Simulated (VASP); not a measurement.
# Os (Pm-3m) in VASP: a series of runs

Os is run at these levels: LDA; tasks: single point.

All numbers are computed with VASP 6.6.1; they aren't measurements. Logs are shortened: lines on timing, memory, paths and dates and some standing lists are left out, and cuts for length are marked.

## Step 1: The cell of the first run

The structure is cubic, space group Pm-3m (No. 221). Conventional cell: a = 2.375 Å, b = 2.375 Å, c = 2.375 Å, α = 90.00°, β = 90.00°, γ = 90.00°. Within 3.1 Å of Os (site symmetry m-3m) lie 6 Os at 2.37 Å.

This isn't the form of Os at room conditions, which is hcp.

## Step 2: Single point, LDA

File INCAR:

```
  ALGO = Normal
  EDIFF = 1E-6
  ENCUT = 520
  ISIF = 2
  ISMEAR = -1
  LASPH = True
  LCHARG = False
  LREAL = False
  LWAVE = False
  NBANDS = 10
  NELM = 60
  PREC = Accurate
  SIGMA = 0.05
```

File KPOINTS:

```
k-points
0
Gamma
  17 17 17
```

File POSCAR:

```
Os
1.0
    2.3746615279      0.0000000000      0.0000000000
    0.0000000000      2.3746615279      0.0000000000
    0.0000000000      0.0000000000      2.3746615279
Os
1
Direct
    0.0000000000      0.0000000000      0.0000000000
```

Potentials or basis: VASP PAW LDA potentials, release 64 (Os).

Started as:

```bash
$ cat potpaw_LDA.64/Os/POTCAR > POTCAR
$ mpirun -np 1 vasp_std > vasp.out
```

OUTCAR:

```text
EDIFF = 1E-6
   ENCUT = 520
   ISIF = 2
   ISMEAR = -1
   LASPH = True
   LREAL = False
   NELM = 60
   PREC = Accurate

 ion  position               nearest neighbor table
   1  0.000  0.000  0.000-

  LATTYP: Found a simple cubic cell.
 ALAT       =     2.3746615279

  Lattice vectors:

 A1 = (   2.3746615279,   0.0000000000,   0.0000000000)
 A2 = (   0.0000000000,   2.3746615279,   0.0000000000)
 A3 = (   0.0000000000,   0.0000000000,   2.3746615279)

Analysis of symmetry for initial positions (statically):
=====================================================================
 Subroutine PRICEL returns:
 Original cell was already a primitive cell.

 Routine SETGRP: Setting up the symmetry group for a
 simple cubic supercell.

 Subroutine GETGRP returns: Found 48 space group operations
 (whereof 48 operations were pure point group operations)
 out of a pool of 48 trial point group operations.

The static configuration has the point symmetry O_h .

Analysis of symmetry for dynamics (positions and initial velocities):
=====================================================================
 Subroutine PRICEL returns:
 Original cell was already a primitive cell.

 Routine SETGRP: Setting up the symmetry group for a
 simple cubic supercell.

 Subroutine GETGRP returns: Found 48 space group operations
 (whereof 48 operations were pure point group operations)
 out of a pool of 48 trial point group operations.

The dynamic configuration has the point symmetry O_h .

 Subroutine INISYM returns: Found 48 space group operations
 (whereof 48 operations are pure point group operations),
 and found     1 'primitive' translations

----------------------------------------------------------------------------------------

                                     Primitive cell

  volume of cell :      13.3908

  direct lattice vectors                    reciprocal lattice vectors
     2.374661528  0.000000000  0.000000000     0.421112646  0.000000000  0.000000000
     0.000000000  2.374661528  0.000000000     0.000000000  0.421112646  0.000000000
     0.000000000  0.000000000  2.374661528     0.000000000  0.000000000  0.421112646

  length of vectors
     2.374661528  2.374661528  2.374661528     0.421112646  0.421112646  0.421112646

  position of ions in fractional coordinates (direct lattice)
     0.000000000  0.000000000  0.000000000

  ion indices of the primitive-cell ions
   primitive index   ion index
                 1           1

----------------------------------------------------------------------------------------

 KPOINTS: k-points

Automatic generation of k-mesh.
 Grid dimensions read from file:
 generate k-points for:   17   17   17

 Generating k-lattice:

  Cartesian coordinates                     Fractional coordinates (reciprocal lattice)
     0.024771332  0.000000000  0.000000000     0.058823529  0.000000000  0.000000000
     0.000000000  0.024771332  0.000000000     0.000000000  0.058823529  0.000000000
     0.000000000  0.000000000  0.024771332     0.000000000  0.000000000  0.058823529

  Length of vectors
     0.024771332  0.024771332  0.024771332

  Shift w.r.t. Gamma in fractional coordinates (k-lattice)
     0.000000000  0.000000000  0.000000000

 Subroutine IBZKPT returns following result:
 ===========================================

 Found    165 irreducible k-points:

 Following reciprocal coordinates:
            Coordinates               Weight
  0.000000  0.000000  0.000000      1.000000
  0.058824  0.000000  0.000000      6.000000
  0.117647  0.000000  0.000000      6.000000
  0.176471  0.000000  0.000000      6.000000
  0.235294  0.000000  0.000000      6.000000
  0.294118  0.000000  0.000000      6.000000
[... 16 lines left out ...]
  0.411765  0.117647  0.000000     24.000000
  0.470588  0.117647  0.000000     24.000000
 [... further k-points ...]
   k-points           NKPTS =    165   k-points in BZ     NKDIM =    165   number of bands    NBANDS=     10
   number of dos      NEDOS =    301   number of ions     NIONS =      1
   total plane-waves  NPLWV =   5832
   dimension x,y,z NGX =    18 NGY =   18 NGZ =   18
   dimension x,y,z NGXF=    36 NGYF=   36 NGZF=   36
   ions per type =               1
   NGX,Y,Z   is equivalent  to a cutoff of  12.60, 12.60, 12.60 a.u.
   NGXF,Y,Z  is equivalent  to a cutoff of  25.20, 25.20, 25.20 a.u.
 SYSTEM =  unknown system
   PREC   = accura    normal or accurate (medium, high low for compatibility)
   ISTART =      0    job   : 0-new  1-cont  2-samecut
   ICHARG =      2    charge: 1-file 2-atom 10-const
   ISPIN  =      1    spin polarized calculation?
   LNONCOLLINEAR =      F non collinear calculations
   LSORBIT =      F    spin-orbit coupling
   LASPH  =      T    aspherical Exc in radial PAW
   ENCUT  =  520.0 eV  38.22 Ry    6.18 a.u.   4.42  4.42  4.42*2*pi/ulx,y,z
   NELM   =     60;   NELMIN=  2; NELMDL= -5     # of ELM steps
   EDIFF  = 0.1E-05   stopping-criterion for ELM
   LREAL  =      F    real-space projection
[... 7 lines left out ...]
   TEBEG  =    0.0;   TEEND  =   0.0 temperature during run
   PSTRESS=    0.0 pullay stress
   NELECT =       8.0000    total number of electrons
   NUPDOWN=      -1.0000    fix difference up-down
   EMIN   =  10.00;   EMAX   =-10.00  energy-range for DOS
   EFERMI =   0.00;   METHOD = LEGACY
   ISMEAR =    -1;   SIGMA  =   0.05  broadening in eV -4-tet -1-fermi 0-gaus
   EFERMI_NEDOS =   21; number of points for ismear=-14 and -15
   IALGO  =     38    algorithm
   IMIX   =      4    mixing-type and parameters
     AMIX     =   0.40;   BMIX     =  1.00
     AMIX_MAG =   1.60;   BMIX_MAG =  1.00
  volume/ion in A,a.u.               =      13.39        90.37
  Fermi-wavevector in a.u.,A,eV,Ry     =   1.378806  2.605565 25.866111  1.901106
  Thomas-Fermi vector in A             =   2.503834
   LORBIT       =      0    0 simple, 1 ext, 2 COOP (PROOUT), +10 PAW based schemes
   GGA     = CA    functional components
   LHFCALC =     F    Hartree Fock is set to
   AEXX    =    0.0000 exact exchange contribution
   IVDW    =     0    specifies the selected vdW correction
   LEPSILON=     F    determine dielectric tensor
   LRPA    =     F    only Hartree local field effects (RPA)
 non-spin polarized calculation
  energy-cutoff  :      520.00
  volume of cell :       13.39
 maximum number of plane-waves:       371
 NGX is ok and might be reduce to    18
   NGX =  9   NGY =  9   NGZ =  9

 number of electron       8.0000001 magnetization

 Free energy of the ion-electron system (eV)
  ---------------------------------------------------
  ext. energy  EPLUGINS =         0.00000000
  ---------------------------------------------------
  free energy    TOTEN  =       -10.51403066 eV

  energy without entropy =      -10.50330085  energy(sigma->0) =      -10.50866575

 E-fermi :  10.4016     XC(G=0): -14.2553

 val. band max:       10.4000689288   @ k =   0.2941   0.1765   0.1176
 cond. band min:      10.4217063590   @ k =   0.2353   0.1176   0.1176
 fundamental gap:      0.0216374303
 Fermi energy:        10.4016298244

 k-point     1 :       0.0000    0.0000    0.0000
  band No.  band energies     occupation
      1      -0.9501      2.00000
      2       2.3611      2.00000
      3       2.3611      2.00000
      4      13.5855      0.00000
      5      13.5855      0.00000
      6      13.5855      0.00000
      7      27.5641      0.00000
      8      27.5641      0.00000
      9      27.5641      0.00000
     10      34.9072      0.00000

 k-point     2 :       0.0588    0.0000    0.0000
  band No.  band energies     occupation
      1      -0.8070      2.00000
      2       2.3957      2.00000
      3       2.5286      2.00000
      4      13.3578      0.00000
      5      13.3578      0.00000
      6      13.6019      0.00000
      7      26.7752      0.00000
      8      27.8694      0.00000
      9      27.8694      0.00000
     10      35.4965      0.00000

 k-point     3 :       0.1176    0.0000    0.0000
  band No.  band energies     occupation
      1      -0.4151      2.00000
      2       2.4962      2.00000
      3       3.0423      2.00000
      4      12.7520      0.00000
      5      12.7520      0.00000
      6      13.6492      0.00000
      7      25.0941      0.00000
      8      28.6983      0.00000
      9      28.6983      0.00000
     10      34.2008      0.00000

 k-point     4 :       0.1765    0.0000    0.0000
  band No.  band energies     occupation
      1       0.1343      2.00000
      2       2.6523      2.00000
      3       3.9119      2.00000
      4      11.9358      0.00000
      5      11.9358      0.00000
      6      13.7216      0.00000
      7      23.2753      0.00000
      8      29.8590      0.00000
      9      29.8590      0.00000
     10      32.1141      0.00000
[... 222 lines left out ...]
 k-point    22 :       0.3529    0.1176    0.0000
  band No.  band energies     occupation
      1       2.4382      2.00000
      2       3.8733      2.00000
      3       6.6347      2.00000
      4       9.7254      2.00000
      5      10.0470      1.99834
      6      13.2558      0.00000
      7      20.3402      0.00000
      8      28.2499      0.00000
      9      30.4842      0.00000
     10      35.0531      0.00000

 k-point    23 :       0.4118    0.1176    0.0000
  band No.  band energies     occupation
      1       2.8941      2.00000
      2       4.0973      2.00000
      3       6.4289      2.00000
      4       9.2721      2.00000
      5      10.7479      0.00196
      6      13.3310      0.00000
      7      19.9833      0.00000
      8      27.5732      0.00000
      9      31.1966      0.00000
     10      35.0602      0.00000

 k-point    24 :       0.4706    0.1176    0.0000
  band No.  band energies     occupation
      1       3.1557      2.00000
      2       4.2619      2.00000
      3       6.1738      2.00000
      4       9.0386      2.00000
      5      11.2040      0.00000
      6      13.3718      0.00000
      7      19.9915      0.00000
      8      27.1940      0.00000
      9      31.9103      0.00000
     10      33.2800      0.00000

 [... further k-points ...]
[... 5 lines left out ...]
  --------------------------------------------------------------------------------------
  -------------------------------------------------------------------------------------
  Total        6.7702516      6.7702516      6.7702516     -0.0000000      0.0000000     -0.0000000
  in kB      810.0470423    810.0470423    810.0470423     -0.0000000      0.0000000     -0.0000000
  external PRESSURE =     810.0470423 kB  Pullay stress =       0.0000000 kB

 VOLUME and BASIS-vectors are now :
 -----------------------------------------------------------------------------
  energy-cutoff  :      520.00
  volume of cell :       13.39
      direct lattice vectors                 reciprocal lattice vectors
     2.374661528  0.000000000  0.000000000     0.421112646  0.000000000  0.000000000
     0.000000000  2.374661528  0.000000000     0.000000000  0.421112646  0.000000000
     0.000000000  0.000000000  2.374661528     0.000000000  0.000000000  0.421112646

 POSITION                                       TOTAL-FORCE (eV/Angst)
 -----------------------------------------------------------------------------------
      0.00000      0.00000      0.00000         0.000000      0.000000      0.000000
 -----------------------------------------------------------------------------------
    total drift:                               -0.000000      0.000000      0.000000

  FREE ENERGIE OF THE ION-ELECTRON SYSTEM (eV)
  ---------------------------------------------------
  free  energy   TOTEN  =       -10.5140306621 eV

  energy  without entropy=      -10.5033008457  energy(sigma->0) =      -10.50866575
```

It took 21 s on 1 thread of Intel Xeon 8259CL, shared host; peak memory 0.13 GiB.

Results:

```
Free energy            : -10.5140 eV
Pressure               : 81.0 GPa
Band gap on the k mesh : zero (bands 4 and 5 overlap by 8.07 eV)
```

Levels at points of the mesh, in eV from the Fermi level:
| k point | band 2 | band 3 | band 4 | band 5 | band 6 | band 7 |
| --- | --- | --- | --- | --- | --- | --- |
| (0.00, 0.00, 0.00) | -8.04 | -8.04 | 3.18 | 3.18 | 3.18 | 17.16 |

Caveat: the cell stands under pressure; spin-orbit coupling is left out, which moves the levels of the heavy elements.

[end of part 1 of 2]
